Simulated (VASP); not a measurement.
# H22CO12 in VASP: further runs

H22CO12 is run at these levels: r2SCAN+D3(BJ); tasks: single point.

All numbers are computed with VASP 6.6.1; they aren't measurements. Logs are shortened: lines on timing, memory, paths and dates and some standing lists are left out, and cuts for length are marked.

## Step 1: The cell of the first run

The cell holds an amorphous packing of atoms, 35 atoms: a = 7.133 Å, b = 7.133 Å, c = 7.133 Å, α = 90.00°, β = 90.00°, γ = 90.00°.

## Step 2: Single point, r2SCAN+D3(BJ)

POSCAR reads:

```
H22CO12
1.0
    7.1334920000      0.0000000000      0.0000000000
    0.0000000000      7.1334920000      0.0000000000
    0.0000000000      0.0000000000      7.1334920000
O H C
12 22 1
Direct
    0.2312612112      1.0017534189      0.3651227197
    0.7621232350      0.3373523094      0.3664825025
    0.1718232809      0.7567541956      0.8282198957
    0.5879308479      0.1560946588      0.8822747681
    0.8802701398      0.4190934818      0.7561093501
    0.4858069512      0.5800104633      0.9418949373
    0.2425600253      0.2212941432      0.6912743436
    0.8109492518      0.8296217336      0.7875806127
    0.8784056953     -0.0187846289      0.1969161807
    0.0179995996      0.5852253006      0.2040515360
    0.4525132992      0.5773469712      0.5712349576
    0.6186030628      0.8176500373      0.4415088711
    0.3104230018      1.0417618748      0.2670641532
    0.1003715992      0.9905246967      0.3133808799
    0.7913375385      0.4427565069      0.2798629339
    0.6484061383      0.3787065297      0.4231447936
    0.1377586181      0.6822745438      0.7164092986
    0.0506484061      0.8333926778      0.8505231379
    0.6978209270      0.2436394405      0.8389299378
    0.4855686388      0.1675336567      0.7951925929
    0.8330982918      0.5360768611      0.8024120585
    0.8839009001      0.4163318610      0.6181124196
    0.3591368715      0.6393923201      0.9503760571
    0.4990683385      0.4580645776      0.9880574619
    0.1288429285      0.2862412967      0.7011012278
    0.2269014951      0.1329222771      0.5763376478
    0.7507963842      0.9229981613      0.8555276995
    0.7621793085      0.8522614170      0.6642609258
    0.8501166049      0.1059368960      0.2438076611
    0.7717678803     -0.0946521003      0.2382423643
    0.0261162415      0.7078020134      0.1464079584
    0.0734002365      0.5017458490      0.1098340056
    0.5036102935      0.5889962448      0.7054609440
    0.4349763061      0.6412848013      0.3017175880
    0.5035682384      0.6891155131      0.4310651782
```

INCAR.step1 reads:

```
SYSTEM = H22CO12
ALGO = Normal
EDIFF = 1E-4
ENCUT = 520
GGA = PE
ISMEAR = -1
LASPH = .TRUE.
LCHARG = .FALSE.
LREAL = Auto
LWAVE = .TRUE.
NBANDS = 72
NELM = 60
PREC = Accurate
SIGMA = 0.02
```

INCAR.step2 reads:

```
SYSTEM = H22CO12
ALGO = Normal
EDIFF = 1E-7
ENCUT = 520
ISIF = 2
ISMEAR = -1
ISTART = 1
IVDW = 12
LASPH = .TRUE.
LCHARG = .FALSE.
LMIXTAU = .TRUE.
LREAL = Auto
LWAVE = .FALSE.
METAGGA = R2SCAN
NBANDS = 72
NELM = 60
PREC = Accurate
SIGMA = 0.02
VDW_A1 = 0.49484001
VDW_A2 = 5.73083694
VDW_S6 = 1.0
VDW_S8 = 0.78981345
```

KPOINTS reads:

```
k-points
0
G
  1 1 1
  0 0 0
```

Potentials or basis: VASP PAW PBE potentials, release 64 (O, H, C).

Run with:

```bash
$ cat potpaw_PBE.64/O/POTCAR potpaw_PBE.64/H/POTCAR potpaw_PBE.64/C/POTCAR > POTCAR
$ cp INCAR.step1 INCAR
$ mpirun -np 1 vasp_gam > vasp.out
$ cp INCAR.step2 INCAR
$ mpirun -np 1 vasp_gam > vasp.out
```

OUTCAR:

```text
SYSTEM = H22CO12
   EDIFF = 1E-7
   ENCUT = 520
   ISIF = 2
   ISMEAR = -1
   ISTART = 1
   IVDW = 12
   LASPH = .TRUE.
   LREAL = Auto
   METAGGA = R2SCAN
   NELM = 60
   PREC = Accurate
 IVDW          = 12

 ion  position               nearest neighbor table
   1  0.231  0.002  0.365-  13 0.94  14 1.01
   2  0.762  0.337  0.366-  16 0.95  15 1.00
   3  0.172  0.757  0.828-  17 0.99  18 1.04
   4  0.588  0.156  0.882-  20 0.96  19 1.05
   5  0.880  0.419  0.756-  21 0.96  22 0.98
   6  0.486  0.580  0.942-  24 0.93  23 1.00
   7  0.243  0.221  0.691-  25 0.94  26 1.04
   8  0.811  0.830  0.788-  27 0.93  28 0.96
   9  0.878  0.981  0.197-  29 0.97  30 0.98
  10  0.018  0.585  0.204-  31 0.97  32 0.98
  11  0.453  0.577  0.571-  33 1.03  35 1.33
  12  0.619  0.818  0.442-  35 1.23
  13  0.310  0.042  0.267-   1 0.94
  14  0.100  0.991  0.313-   1 1.01
  15  0.791  0.443  0.280-   2 1.00
  16  0.648  0.379  0.423-   2 0.95
  17  0.138  0.682  0.716-   3 0.99
[... 15 lines left out ...]
  33  0.504  0.589  0.705-  11 1.03
  34  0.435  0.641  0.302-  35 1.10
  35  0.504  0.689  0.431-  34 1.10  12 1.23  11 1.33

  LATTYP: Found a simple cubic cell.
 ALAT       =     7.1334920000

  Lattice vectors:

 A1 = (   7.1334920000,   0.0000000000,   0.0000000000)
 A2 = (   0.0000000000,   7.1334920000,   0.0000000000)
 A3 = (   0.0000000000,   0.0000000000,   7.1334920000)

Analysis of symmetry for initial positions (statically):
=====================================================================
 Subroutine PRICEL returns:
 Original cell was already a primitive cell.

 Routine SETGRP: Setting up the symmetry group for a
 simple cubic supercell.

 Subroutine GETGRP returns: Found  1 space group operations
 (whereof  1 operations were pure point group operations)
 out of a pool of 48 trial point group operations.

The static configuration has the point symmetry C_1 .

Analysis of symmetry for dynamics (positions and initial velocities):
=====================================================================
 Subroutine PRICEL returns:
 Original cell was already a primitive cell.

 Routine SETGRP: Setting up the symmetry group for a
 simple cubic supercell.

 Subroutine GETGRP returns: Found  1 space group operations
 (whereof  1 operations were pure point group operations)
 out of a pool of 48 trial point group operations.

The dynamic configuration has the point symmetry C_1 .

 Subroutine INISYM returns: Found  1 space group operations
 (whereof  1 operations are pure point group operations),
 and found     1 'primitive' translations

----------------------------------------------------------------------------------------

                                     Primitive cell

  volume of cell :     362.9999

  direct lattice vectors                    reciprocal lattice vectors
     7.133492000  0.000000000  0.000000000     0.140183798  0.000000000  0.000000000
     0.000000000  7.133492000  0.000000000     0.000000000  0.140183798  0.000000000
     0.000000000  0.000000000  7.133492000     0.000000000  0.000000000  0.140183798

  length of vectors
     7.133492000  7.133492000  7.133492000     0.140183798  0.140183798  0.140183798

  position of ions in fractional coordinates (direct lattice)
     0.231261211  0.001753419  0.365122720
     0.762123235  0.337352309  0.366482502
     0.171823281  0.756754196  0.828219896
     0.587930848  0.156094659  0.882274768
     0.880270140  0.419093482  0.756109350
     0.485806951  0.580010463  0.941894937
[... 27 lines left out ...]
     0.434976306  0.641284801  0.301717588
     0.503568238  0.689115513  0.431065178

  ion indices of the primitive-cell ions
   primitive index   ion index
                 1           1
                 2           2
                 3           3
                 4           4
                 5           5
                 6           6
[... 27 lines left out ...]
                34          34
                35          35

----------------------------------------------------------------------------------------

 KPOINTS: k-points

Automatic generation of k-mesh.
 Grid dimensions read from file:
 generate k-points for:    1    1    1

 Generating k-lattice:

  Cartesian coordinates                     Fractional coordinates (reciprocal lattice)
     0.140183798  0.000000000  0.000000000     1.000000000  0.000000000  0.000000000
     0.000000000  0.140183798  0.000000000     0.000000000  1.000000000  0.000000000
     0.000000000  0.000000000  0.140183798     0.000000000  0.000000000  1.000000000

  Length of vectors
     0.140183798  0.140183798  0.140183798

  Shift w.r.t. Gamma in fractional coordinates (k-lattice)
     0.000000000  0.000000000  0.000000000

 Subroutine IBZKPT returns following result:
 ===========================================

 Found      1 irreducible k-points:

 Following reciprocal coordinates:
            Coordinates               Weight
  0.000000  0.000000  0.000000      1.000000
   k-points           NKPTS =      1   k-points in BZ     NKDIM =      1   number of bands    NBANDS=     72
   number of dos      NEDOS =    301   number of ions     NIONS =     35
   total plane-waves  NPLWV = 157464
   dimension x,y,z NGX =    54 NGY =   54 NGZ =   54
   dimension x,y,z NGXF=   108 NGYF=  108 NGZF=  108
   ions per type =              12  22   1
   NGX,Y,Z   is equivalent  to a cutoff of  12.58, 12.58, 12.58 a.u.
   NGXF,Y,Z  is equivalent  to a cutoff of  25.17, 25.17, 25.17 a.u.
 SYSTEM =  H22CO12
   PREC   = accura    normal or accurate (medium, high low for compatibility)
   ISTART =      1    job   : 0-new  1-cont  2-samecut
   ICHARG =      0    charge: 1-file 2-atom 10-const
   ISPIN  =      1    spin polarized calculation?
   LNONCOLLINEAR =      F non collinear calculations
   LSORBIT =      F    spin-orbit coupling
   LASPH  =      T    aspherical Exc in radial PAW
   ENCUT  =  520.0 eV  38.22 Ry    6.18 a.u.  13.26 13.26 13.26*2*pi/ulx,y,z
   NELM   =     60;   NELMIN=  2; NELMDL=  0     # of ELM steps
   EDIFF  = 0.1E-06   stopping-criterion for ELM
   LREAL  =      T    real-space projection
   EDIFFG = 0.1E-05   stopping-criterion for IOM
   NSW    =      0    number of steps for IOM
   IBRION =     -1    ionic relax: 0-MD 1-quasi-New 2-CG
   NFREE  =      0    steps in history (QN), initial steepest desc. (CG)
   ISIF   =      2    stress and relaxation
   ISYM   =      2    0-nonsym 1-usesym 2-fastsym
   POTIM  = 0.5000    time-step for ionic-motion
   TEBEG  =    0.0;   TEEND  =   0.0 temperature during run
   PSTRESS=    0.0 pullay stress
   NELECT =      98.0000    total number of electrons
   NUPDOWN=      -1.0000    fix difference up-down
   EMIN   =  10.00;   EMAX   =-10.00  energy-range for DOS
   EFERMI =   0.00;   METHOD = LEGACY
   ISMEAR =    -1;   SIGMA  =   0.02  broadening in eV -4-tet -1-fermi 0-gaus
   EFERMI_NEDOS =   21; number of points for ismear=-14 and -15
   IALGO  =     38    algorithm
   IMIX   =      4    mixing-type and parameters
     AMIX     =   0.40;   BMIX     =  1.00
     AMIX_MAG =   1.60;   BMIX_MAG =  1.00
  volume/ion in A,a.u.               =      10.37        69.99
  Fermi-wavevector in a.u.,A,eV,Ry     =   1.058071  1.999464 15.231907  1.119514
  Thomas-Fermi vector in A             =   2.193367
   LORBIT       =      0    0 simple, 1 ext, 2 COOP (PROOUT), +10 PAW based schemes
   METAGGA = R2SCAN    functional components
   LHFCALC =     F    Hartree Fock is set to
   AEXX    =    0.0000 exact exchange contribution
   IVDW    =    12    specifies the selected vdW correction
   LEPSILON=     F    determine dielectric tensor
   LRPA    =     F    only Hartree local field effects (RPA)
 non-spin polarized calculation
  energy-cutoff  :      520.00
  volume of cell :      363.00
 maximum number of plane-waves:      4886
 NGX is ok and might be reduce to    54
   NGX = 27   NGY = 27   NGZ = 27

 number of electron      98.0000005 magnetization

 Free energy of the ion-electron system (eV)
  ---------------------------------------------------
  ext. energy  EPLUGINS =         0.00000000
  ---------------------------------------------------
  free energy    TOTEN  =      -189.87346789 eV

  energy without entropy =     -189.87346789  energy(sigma->0) =     -189.87346789

 E-fermi :  -3.0707     XC(G=0):  -7.1653

 val. band max:       -3.5581373813   @ k =   0.0000   0.0000   0.0000
 cond. band min:       1.3708164561   @ k =   0.0000   0.0000   0.0000
 fundamental gap:      4.9289538374
 Fermi energy:        -3.0707274274

 k-point     1 :       0.0000    0.0000    0.0000
  band No.  band energies     occupation
      1     -26.1204      2.00000
      2     -24.1698      2.00000
      3     -24.0747      2.00000
      4     -23.9053      2.00000
      5     -23.7888      2.00000
      6     -23.7066      2.00000
[... 53 lines left out ...]
     60       6.0639      0.00000
     61       6.4012      0.00000
 [bands above 61 left out]

------------------------ aborting loop because EDIFF is reached ----------------------------------------

 Edisp (eV)   -0.61018

 E8    (eV) :    -0.0903

  FORCE on cell =-STRESS in cart. coord.  units (eV):
  Direction    XX          YY          ZZ          XY          YZ          ZX
  --------------------------------------------------------------------------------------
  -------------------------------------------------------------------------------------
  Total      -3.90088    -2.86372    -6.08560    -1.87899    -1.53437    -0.69903
  in kB     -17.21736   -12.63963   -26.86010    -8.29331    -6.77227    -3.08532
  external pressure =      -18.91 kB  Pullay stress =        0.00 kB

 VOLUME and BASIS-vectors are now :
 -----------------------------------------------------------------------------
  energy-cutoff  :      520.00
  volume of cell :      363.00
      direct lattice vectors                 reciprocal lattice vectors
     7.133492000  0.000000000  0.000000000     0.140183798  0.000000000  0.000000000
     0.000000000  7.133492000  0.000000000     0.000000000  0.140183798  0.000000000
     0.000000000  0.000000000  7.133492000     0.000000000  0.000000000  0.140183798

 POSITION                                       TOTAL-FORCE (eV/Angst)
 -----------------------------------------------------------------------------------
      1.64970      0.01251      2.60460        -1.770728     -0.505196      0.754758
      5.43660      2.40650      2.61430         0.681687      0.865093     -0.912110
      1.22570      5.39830      5.90810        -1.583492      0.474071     -0.092534
      4.19400      1.11350      6.29370         2.651526      1.400333      0.010182
      6.27940      2.98960      5.39370         0.316891     -1.109045     -0.473211
      3.46550      4.13750      6.71900        -0.099048      2.435153     -0.803519
[... 27 lines left out ...]
      3.10290      4.57460      2.15230        -0.028344      0.266399     -0.219169
      3.59220      4.91580      3.07500         0.682763      0.105972      1.336873
 -----------------------------------------------------------------------------------
    total drift:                                0.001850     -0.001331     -0.002617

  FREE ENERGIE OF THE ION-ELECTRON SYSTEM (eV)
  ---------------------------------------------------
  free  energy   TOTEN  =      -190.4836448997 eV

  energy  without entropy=     -190.4836448997  energy(sigma->0) =     -190.48364490
```

Run time: 3.9 min. Hardware: 1 thread of Intel Xeon Platinum 8488C (Sapphire Rapids), shared host; peak memory 0.44 GiB.

What came out:

```yaml
Free_energy: -190.4836 eV
Pressure: -1.9 GPa
Largest_force: 3.295 eV/Å
Band_gap_on_the_k_mesh: 4.93 eV
Dispersion_energy_per_atom: -0.017 eV
```

Forces in eV/Å, atoms in the order of the input:
```
O   -1.771 -0.505  0.755
O    0.682  0.865 -0.912
O   -1.583  0.474 -0.093
O    2.652  1.400  0.010
O    0.317 -1.109 -0.473
O   -0.099  2.435 -0.804
O    1.230 -2.347 -1.959
O    1.134 -1.497 -0.750
O    0.140 -0.159  0.003
O    0.235 -0.552 -0.578
O    0.138 -0.073 -0.331
O   -0.560 -0.596 -0.352
H    0.636  0.380 -0.934
H    1.016 -0.020  0.160
H    0.432 -0.691  0.562
H   -0.872 -0.245  0.513
H    0.364  0.555  0.903
H    1.640 -1.239 -0.671
H   -2.077 -1.481  0.453
H   -0.531  0.312 -0.391
H   -0.114  0.885 -0.227
H   -0.458  0.307  0.565
H    0.563 -0.705 -0.191
H   -0.474 -1.791  0.543
H   -1.321  0.833  0.377
H    0.350  1.326  1.617
H   -1.313  1.789  1.705
H   -0.177 -0.187 -0.863
H   -0.349  0.073 -0.036
H    0.238  0.246  0.172
H   -0.080  0.060  0.046
H   -0.319  0.451  0.414
H   -0.321  0.434 -0.350
H   -0.028  0.266 -0.219
C    0.683  0.106  1.337
```

Stress tensor (GPa, compression positive):
```
-1.72 -0.83 -0.31
-0.83 -1.26 -0.68
-0.31 -0.68 -2.69
```

Caveat: the k points lie up to 0.88 Å⁻¹ apart; the PAW data sets were made with another functional, which shifts forces and pressure a little.

## Step 3: Single point, r2SCAN+D3(BJ)

POSCAR reads:

```
H22CO12
1.0
    7.1334920000      0.0000000000      0.0000000000
    0.0000000000      7.1334920000      0.0000000000
    0.0000000000      0.0000000000      7.1334920000
O H C
12 22 1
Direct
    0.2368685631      1.0036599186      0.3589966877
    0.7536981888      0.3321234537      0.3597676986
    0.1605805404      0.7660764181      0.8354954348
    0.5908046157      0.1644636316      0.8767375081
    0.8701628880      0.4164860632      0.7598522575
    0.4884704434      0.5859122012      0.9375492396
    0.2364339933      0.2343031996      0.6762886956
    0.8139071299      0.8194303715      0.7857161682
    0.8822186946     -0.0146071517      0.2003226470
    0.0286816050      0.5956409568      0.2183502834
    0.4578262652      0.5739965784      0.5673939215
    0.6102340901      0.8199069965      0.4460368078
    0.3131005123      1.0549111151      0.2569288646
    0.1146002547      0.9953189826      0.3032035362
    0.7863469953      0.4285839250      0.2709192076
    0.6298317851      0.3598377905      0.4171729638
    0.1385576657      0.6940359644      0.7282828662
    0.0453634770      0.8141454424      0.8483923442
    0.6970218793      0.2349059899      0.8192621510
    0.4667279363      0.2226819628      0.8243368045
    0.8690834727      0.5484130353      0.7979121586
    0.8580369895      0.4228504076      0.6247571316
    0.3529267293      0.6100658696      0.9632309113
    0.4962506441      0.4534525307      0.9773053646
    0.1089788844      0.2441581206      0.7025311026
    0.2304902003      0.1661598555      0.5616183490
    0.7037647200      0.8743964387      0.8541258615
    0.7673380723      0.8282899876      0.6547985194
    0.8166547324      0.1013949409      0.2240557640
    0.7821274630     -0.1027967789      0.2369246366
    0.0338123320      0.7324743618      0.1794913347
    0.0722647478      0.5490578808      0.1002734706
    0.4860032085      0.6183647504      0.6962088133
    0.4613729153      0.6314438987      0.2934327255
    0.5162829088      0.6816296983      0.4336165233
```

INCAR.step1 reads:

```
PREC = Accurate
ENCUT = 520
ISMEAR = -1
SIGMA = 0.02
LREAL = Auto
LASPH = True
NELM = 60
NBANDS = 72
GGA = PE
ALGO = Normal
EDIFF = 1E-4
LWAVE = True
LCHARG = False
```

INCAR.step2 reads:

```
PREC = Accurate
ENCUT = 520
EDIFF = 1E-6
ISMEAR = -1
SIGMA = 0.02
LREAL = Auto
LASPH = True
NELM = 60
ALGO = Normal
ISIF = 2
LWAVE = False
LCHARG = False
METAGGA = R2SCAN
LMIXTAU = True
IVDW = 12
VDW_S6 = 1.0
VDW_S8 = 0.78981345
VDW_A1 = 0.49484001
VDW_A2 = 5.73083694
NBANDS = 72
ISTART = 1
```

KPOINTS reads:

```
Automatic mesh
0
Gamma
  1 1 1
```

Potentials or basis: VASP PAW PBE potentials, release 64 (O, H, C).

Run with:

```bash
$ cat potpaw_PBE.64/O/POTCAR potpaw_PBE.64/H/POTCAR potpaw_PBE.64/C/POTCAR > POTCAR
$ cp INCAR.step1 INCAR
$ mpirun -np 1 vasp_gam > vasp.out
$ cp INCAR.step2 INCAR
$ mpirun -np 1 vasp_gam > vasp.out
```

Wall time 3.9 min (1 thread of Intel Xeon Platinum 8488C (Sapphire Rapids), shared host); peak memory 0.44 GiB.

Results (log left out):

```yaml
Free_energy: -189.9653 eV
Pressure: 0.1 GPa
Largest_force: 5.300 eV/Å
Band_gap_on_the_k_mesh: 5.03 eV
Dispersion_energy_per_atom: -0.017 eV
```

Forces in eV/Å, atoms in the order of the input:
```
O    1.109  0.398 -0.451
O   -1.046 -0.270  0.873
O    4.830 -1.512  0.878
O   -1.667  1.466 -0.876
O    0.193  0.303 -0.084
O   -1.484 -0.779  0.967
O    1.573  0.338  0.395
O   -2.094  0.504 -0.256
O   -0.704 -0.966  0.034
O    0.000  2.229 -0.725
O   -0.393 -0.562  0.349
O    1.573  1.637  0.303
H   -0.152 -0.318  0.562
H   -1.060 -0.008 -0.171
H    0.080  0.464  0.017
H    1.070 -0.219 -0.740
H    0.388 -1.215 -1.654
H   -4.577  2.504  0.935
H   -0.906 -0.204  0.504
H    2.181 -1.464  0.376
H   -0.331 -0.166  0.087
H    0.015 -0.206 -0.294
H    0.986  0.574 -0.545
H    0.609  0.510 -0.479
H   -1.972  0.589  1.062
H    0.650 -0.893 -1.108
H    1.311 -0.301 -0.453
H    0.279  0.063  0.577
H    0.147  0.712  0.109
H    0.649  0.236 -0.006
H   -0.313 -1.476  1.068
H    0.125 -0.829 -0.482
H    0.189 -0.276  0.620
H    0.328  0.108  0.555
C   -1.588 -0.972 -1.948
```

Stress tensor (GPa, compression positive):
```
 0.62  0.05 -0.29
 0.05  0.18  1.30
-0.29  1.30 -0.59
```

Levels at points of the mesh, in eV from the valence-band top:
```tsv
k point	band 45	band 46	band 47	band 48	band 49	band 50	band 51	band 52	band 53	band 54
(0.00, 0.00, 0.00)	-0.75	-0.69	-0.60	-0.20	0.00	5.03	5.58	7.50	7.84	8.15
```

Caveat: the k points lie up to 0.88 Å⁻¹ apart; the PAW data sets were made with another functional, which shifts forces and pressure a little.

(Continued in part 2 of 2.)
